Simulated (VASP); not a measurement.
Wanted: the native input for a VASP 6.6.1 run.

```
Task                   : single point
Functional             : PBEsol
Potentials or basis    : VASP PAW PBE potentials, release 64 (Si)
Cutoff                 : 520 eV
k mesh                 : 6 × 6 × 6
Occupations            : gaussian, width 0.1 eV
Spin                   : no spin polarisation
Dipole correction      : no
Further INCAR settings : ALGO = Normal; EDIFF = 1e-07; NBANDS = 11
```

The structure of Si lies in POSCAR:

```
Si
1.0
    0.0000000000      2.7218511865      2.7218511865
    2.7218511865      0.0000000000      2.7218511865
    2.7218511865      2.7218511865      0.0000000000
Si
2
Direct
    0.2500000000      0.2500000000      0.2500000000
    0.0000000000      0.0000000000      0.0000000000
```

These files were run (other wordings do the same):

INCAR

```
PREC = Accurate ; ENCUT = 520
EDIFF = 1E-7 ; ISMEAR = 0
SIGMA = 0.1 ; LREAL = F
LASPH = T ; NELM = 60
ALGO = Normal ; ISIF = 2
LWAVE = F ; LCHARG = F
GGA = PS ; NBANDS = 11
```

KPOINTS

```
regular mesh
0
Gamma
  6 6 6
```

Potentials or basis: VASP PAW PBE potentials, release 64 (Si).

Command:

```sh
$ cat potpaw_PBE.64/Si/POTCAR > POTCAR
$ mpirun -np 1 vasp_std > vasp.out
```

Results of the run:

```yaml
Pressure: -0.3 GPa
Band_gap_on_the_k_mesh: 0.60 eV, indirect (least direct gap 2.51 eV)
```

Caveat: the PAW data sets were made with another functional, which shifts forces and pressure a little.

It took 11 s on 1 thread of Intel(R) Xeon(R) Platinum 8259CL CPU @ 2.50GHz (Skylake/Cascade Lake) (shared host), peak memory 0.15 GiB.
